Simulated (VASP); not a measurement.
Runs of VASP 6.6.1 on Cl. The structure is that of space group P6_3/mmc (No. 194), or close to it. The cells are those of the table. 

| task | cell | k mesh | cutoff (eV) | gap on the mesh (eV) | pressure (GPa) |
| --- | --- | --- | --- | --- | --- |
| single point | a = 2.667, b = 2.667, c = 3.797 Å, angles 90.0, 90.0, 120.0°, 2 atoms | 15 × 15 × 8 | 520 | none | (b) |
| single point | a = 2.252, b = 2.252, c = 3.995 Å, angles 90.0, 90.0, 120.0°, 2 atoms | 22 × 22 × 12 | 520 | none | (a) |
| single point | a = 3.122, b = 3.122, c = 3.879 Å, angles 90.0, 90.0, 120.0°, 2 atoms | 15 × 15 × 8 | 520 | none | 11.4 |
| relaxation of shape and atoms at fixed volume | relaxed from a = 2.605, b = 2.605, c = 2.984 Å, angles 90.0, 90.0, 120.0°, 2 atoms | 15 × 15 × 8 | 600 | none | 201.5 |
| single point | a = 2.820, b = 2.820, c = 3.848 Å, angles 90.0, 90.0, 120.0°, 2 atoms | 15 × 15 × 8 | 520 | none | 40.7 |
| single point | a = 2.973, b = 2.973, c = 3.868 Å, angles 90.0, 90.0, 120.0°, 2 atoms | 15 × 15 × 8 | 520 | none | 22.5 |
| relaxation of shape and atoms at fixed volume | relaxed from a = 2.989, b = 2.989, c = 3.424 Å, angles 90.0, 90.0, 120.0°, 2 atoms | 15 × 15 × 8 | 600 | none | 40.8 |

Alike in all rows: level LDA; potentials or basis VASP PAW LDA potentials, release 64 (Cl); no spin polarisation; smearing fermi-dirac 0.1 eV.

Fill in the values left out.

(a) 201.3; (b) 71.3.

A gap of «none» marks levels without a gap at the run's occupations.
